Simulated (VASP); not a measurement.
# NaCl (P4/mmm) in VASP: notebook

Runs on NaCl. Level: LDA. Tasks: single point.

Everything below comes from runs of VASP 6.6.1. Logs are shortened: lines on timing, memory, paths and dates and some standing lists are left out, and cuts for length are marked.

## Step 1: The cell of the first run

The structure is tetragonal, space group P4/mmm (No. 123). The conventional cell has a = 3.222 Å, b = 3.222 Å, c = 3.502 Å, α = 90.00°, β = 90.00°, γ = 90.00°. Na (site symmetry 4/mmm) has 8 Cl at 2.87 Å and 6 Na at 3.22 to 3.50 Å within 3.8 Å. Within 3.8 Å of Cl (site symmetry 4/mmm) lie 8 Na at 2.87 Å and 6 Cl at 3.22 to 3.50 Å.

## Step 2: Single point, LDA (strain -0.080 along x and y, +0.000 along z)

Contents of INCAR:

```
SYSTEM = NaCl
PREC = Accurate
ENCUT = 520
EDIFF = 1E-7
ISMEAR = 0
SIGMA = 0.05
LREAL = .FALSE.
LASPH = .TRUE.
NELM = 80
ALGO = Normal
ISIF = 2
LWAVE = .FALSE.
LCHARG = .FALSE.
GGA = CA
NBANDS = 14
```

Contents of KPOINTS:

```
Automatic mesh
0
G
  6 6 6
  0 0 0
```

Contents of POSCAR:

```
NaCl
1.0
    3.2220148000      0.0000000000      0.0000000000
    0.0000000000      3.2220148000      0.0000000000
    0.0000000000      0.0000000000      3.5021900000
Na Cl
1 1
Direct
    0.0000000000      0.0000000000      0.0000000000
    0.5000000000      0.5000000000      0.5000000000
```

Potentials or basis: VASP PAW LDA potentials, release 64 (Na_pv, Cl).

On the command line:

```console
$ cat potpaw_LDA.64/Na_pv/POTCAR potpaw_LDA.64/Cl/POTCAR > POTCAR
$ mpirun -np 1 vasp_std > vasp.out
```

OUTCAR:

```text
SYSTEM = NaCl
   PREC = Accurate
   ENCUT = 520
   EDIFF = 1E-7
   ISMEAR = 0
   LREAL = .FALSE.
   LASPH = .TRUE.
   NELM = 80
   ISIF = 2
   GGA = CA

 ion  position               nearest neighbor table
   1  0.000  0.000  0.000-
   2  0.500  0.500  0.500-

  LATTYP: Found a simple tetragonal cell.
 ALAT       =     3.2220148000
 C/A-ratio  =     1.0869565217

  Lattice vectors:

 A1 = (   3.2220148000,   0.0000000000,   0.0000000000)
 A2 = (   0.0000000000,   3.2220148000,   0.0000000000)
 A3 = (   0.0000000000,   0.0000000000,   3.5021900000)

Analysis of symmetry for initial positions (statically):
=====================================================================
 Subroutine PRICEL returns:
 Original cell was already a primitive cell.

 Routine SETGRP: Setting up the symmetry group for a
 simple tetragonal supercell.

 Subroutine GETGRP returns: Found 16 space group operations
 (whereof 16 operations were pure point group operations)
 out of a pool of 16 trial point group operations.

The static configuration has the point symmetry D_4h.

Analysis of symmetry for dynamics (positions and initial velocities):
=====================================================================
 Subroutine PRICEL returns:
 Original cell was already a primitive cell.

 Routine SETGRP: Setting up the symmetry group for a
 simple tetragonal supercell.

 Subroutine GETGRP returns: Found 16 space group operations
 (whereof 16 operations were pure point group operations)
 out of a pool of 16 trial point group operations.

The dynamic configuration has the point symmetry D_4h.

 Subroutine INISYM returns: Found 16 space group operations
 (whereof 16 operations are pure point group operations),
 and found     1 'primitive' translations

----------------------------------------------------------------------------------------

                                     Primitive cell

  volume of cell :      36.3576

  direct lattice vectors                    reciprocal lattice vectors
     3.222014800  0.000000000  0.000000000     0.310364807  0.000000000  0.000000000
     0.000000000  3.222014800  0.000000000     0.000000000  0.310364807  0.000000000
     0.000000000  0.000000000  3.502190000     0.000000000  0.000000000  0.285535622

  length of vectors
     3.222014800  3.222014800  3.502190000     0.310364807  0.310364807  0.285535622

  position of ions in fractional coordinates (direct lattice)
     0.000000000  0.000000000  0.000000000
[... 83 lines left out ...]
   NFREE  =      0    steps in history (QN), initial steepest desc. (CG)
   ISIF   =      2    stress and relaxation
   ISYM   =      2    0-nonsym 1-usesym 2-fastsym
   POTIM  = 0.5000    time-step for ionic-motion
   TEBEG  =    0.0;   TEEND  =   0.0 temperature during run
   PSTRESS=    0.0 pullay stress
   NELECT =      14.0000    total number of electrons
   NUPDOWN=      -1.0000    fix difference up-down
   EMIN   =  10.00;   EMAX   =-10.00  energy-range for DOS
   EFERMI =   0.00;   METHOD = LEGACY
   ISMEAR =     0;   SIGMA  =   0.05  broadening in eV -4-tet -1-fermi 0-gaus
   EFERMI_NEDOS =   21; number of points for ismear=-14 and -15
   IALGO  =     38    algorithm
   IMIX   =      4    mixing-type and parameters
     AMIX     =   0.40;   BMIX     =  1.00
     AMIX_MAG =   1.60;   BMIX_MAG =  1.00
  volume/ion in A,a.u.               =      18.18       122.68
  Fermi-wavevector in a.u.,A,eV,Ry     =   1.191021  2.250702 19.300272  1.418530
  Thomas-Fermi vector in A             =   2.327092
   LORBIT       =      0    0 simple, 1 ext, 2 COOP (PROOUT), +10 PAW based schemes
   GGA     = CA    functional components
   LHFCALC =     F    Hartree Fock is set to
   AEXX    =    0.0000 exact exchange contribution
   IVDW    =     0    specifies the selected vdW correction
   LEPSILON=     F    determine dielectric tensor
   LRPA    =     F    only Hartree local field effects (RPA)
 non-spin polarized calculation
 Gauss-broadening in eV      SIGMA  =   0.05
  energy-cutoff  :      520.00
  volume of cell :       36.36
 maximum number of plane-waves:      1008
 NGX is ok and might be reduce to    24
   NGX = 11   NGY = 11   NGZ = 13

 number of electron      13.9999980 magnetization

 Free energy of the ion-electron system (eV)
  ---------------------------------------------------
  ext. energy  EPLUGINS =         0.00000000
  ---------------------------------------------------
  free energy    TOTEN  =        -7.05891333 eV

  energy without entropy =       -7.05891333  energy(sigma->0) =       -7.05891333

 E-fermi :   2.0062     XC(G=0):  -9.7044

 val. band max:        1.7762324795   @ k =   0.5000   0.0000   0.5000
 cond. band min:       5.6117257014   @ k =   0.0000   0.0000   0.0000
 fundamental gap:      3.8354932219
 Fermi energy:         2.0061974068

 k-point     1 :       0.0000    0.0000    0.0000
  band No.  band energies     occupation
      1     -20.4462      2.00000
      2     -20.4462      2.00000
      3     -20.4402      2.00000
      4     -12.4597      2.00000
      5       0.3282      2.00000
      6       1.1779      2.00000
      7       1.1779      2.00000
      8       5.6117      0.00000
      9       9.3202      0.00000
     10       9.9910      0.00000
     11      17.4909      0.00000
     12      17.5643      0.00000
     13      17.5643      0.00000
     14      18.8504      0.00000
[... 377 lines left out ...]
      1     -20.5350      2.00000
      2     -20.4616      2.00000
      3     -20.4346      2.00000
      4     -11.5988      2.00000
      5      -1.8552      2.00000
      6      -0.8861      2.00000
      7       1.7135      2.00000
      8       7.2325      0.00000
      9      10.8581      0.00000
     10      13.0745      0.00000
     11      13.5655      0.00000
     12      14.4816      0.00000
     13      15.3289      0.00000
     14      18.5306      0.00000

 [... further k-points ...]
[... 5 lines left out ...]
  --------------------------------------------------------------------------------------
  -------------------------------------------------------------------------------------
  Total        1.1120339      1.1120339     -0.7255497      0.0000000      0.0000000      0.0000000
  in kB       49.0042591     49.0042591    -31.9729718      0.0000000      0.0000000      0.0000000
  external PRESSURE =      22.0118488 kB  Pullay stress =       0.0000000 kB

 VOLUME and BASIS-vectors are now :
 -----------------------------------------------------------------------------
  energy-cutoff  :      520.00
  volume of cell :       36.36
      direct lattice vectors                 reciprocal lattice vectors
     3.222014800  0.000000000  0.000000000     0.310364807  0.000000000  0.000000000
     0.000000000  3.222014800  0.000000000     0.000000000  0.310364807  0.000000000
     0.000000000  0.000000000  3.502190000     0.000000000  0.000000000  0.285535622

 POSITION                                       TOTAL-FORCE (eV/Angst)
 -----------------------------------------------------------------------------------
      0.00000      0.00000      0.00000         0.000000      0.000000      0.000000
      1.61101      1.61101      1.75110         0.000000      0.000000      0.000000
 -----------------------------------------------------------------------------------
    total drift:                                0.000000      0.000000     -0.000000

  FREE ENERGIE OF THE ION-ELECTRON SYSTEM (eV)
  ---------------------------------------------------
  free  energy   TOTEN  =        -7.0589133348 eV

  energy  without entropy=       -7.0589133348  energy(sigma->0) =       -7.05891333
```

stdout:

```text
POSCAR found type information on POSCAR NaCl
 POSCAR found :  2 types and       2 ions
 scaLAPACK will be used
 LDA part: xc-table for (Slater(with rela. corr.)+CA(PZ))
 , standard interpolation
 POSCAR, INCAR and KPOINTS ok, starting setup
 FFT: planning ... GRIDC
 FFT: planning ... GRID_SOFT
 FFT: planning ... GRID
 WAVECAR not read
 entering main loop
```

Run time: 8.8 s. Hardware: 1 thread of AMD EPYC 7R13 (Zen 3), shared host; peak memory 0.1 GiB.

Results:

* Free energy: -7.0589 eV
* Pressure: 2.2 GPa
* Band gap on the k mesh: 3.84 eV, indirect (least direct gap 4.43 eV)

Caveat: the cell differs from its parent crystal (strain -0.080 along x and y, +0.000 along z).

## Step 3: Single point, LDA (strain -0.080 along x and y, +0.040 along z)

Edit INCAR of step 2 so:

```diff
@@ -3,3 +3,3 @@
 ENCUT = 520
-EDIFF = 1E-7
+EDIFF = 1E-6
 ISMEAR = 0
@@ -8,3 +8,3 @@
 LASPH = .TRUE.
-NELM = 80
+NELM = 60
 ALGO = Normal
```

KPOINTS is that of step 2.

Edit POSCAR of step 2 so:

```diff
@@ -4,3 +4,3 @@
     0.0000000000      3.2220148000      0.0000000000
-    0.0000000000      0.0000000000      3.5021900000
+    0.0000000000      0.0000000000      3.6422776000
 Na Cl
```

Potentials or basis: VASP PAW LDA potentials, release 64 (Na_pv, Cl).

On the command line:

```console
$ cat potpaw_LDA.64/Na_pv/POTCAR potpaw_LDA.64/Cl/POTCAR > POTCAR
$ mpirun -np 1 vasp_std > vasp.out
```

Wall time 8.8 s (1 thread of AMD EPYC 7R13 (Zen 3), shared host); peak memory 0.1 GiB.

It converged, with:

```yaml
Free_energy: -7.0148 eV
Pressure: 0.8 GPa
Band_gap_on_the_k_mesh: 3.42 eV, indirect (least direct gap 3.96 eV)
```

Stress tensor (GPa, compression positive):
```
 4.47  0.00  0.00
 0.00  4.47  0.00
 0.00  0.00 -6.51
```

Levels at points of the mesh, in eV from the valence-band top:
```tsv
k point	band 3	band 4	band 5	band 6	band 7	band 8	band 9	band 10	band 11	band 12
(0.00, 0.00, 0.00)	-22.39	-14.18	-1.72	-0.55	-0.55	3.42	7.48	8.36	14.83	15.42
(0.50, 0.00, 0.00)	-22.38	-13.53	-4.05	-1.28	-0.18	6.23	8.71	10.04	10.13	12.52
(0.50, 0.50, 0.00)	-22.37	-13.04	-3.10	-3.10	-0.79	5.15	8.76	10.74	10.74	11.00
(0.00, 0.00, 0.50)	-22.40	-13.85	-4.07	-0.40	-0.40	6.96	8.12	10.00	12.22	12.22
(0.50, 0.00, 0.50)	-22.39	-13.34	-3.46	-3.00	0.00	4.56	9.96	10.50	11.82	12.88
(0.50, 0.50, 0.50)	-22.40	-12.82	-2.81	-2.81	-2.37	6.36	6.42	6.42	11.87	14.51
```

Caveat: the cell differs from its parent crystal (strain -0.080 along x and y, +0.040 along z). A k mesh can miss the band edges.

(Part 1 of 2 ends here.)
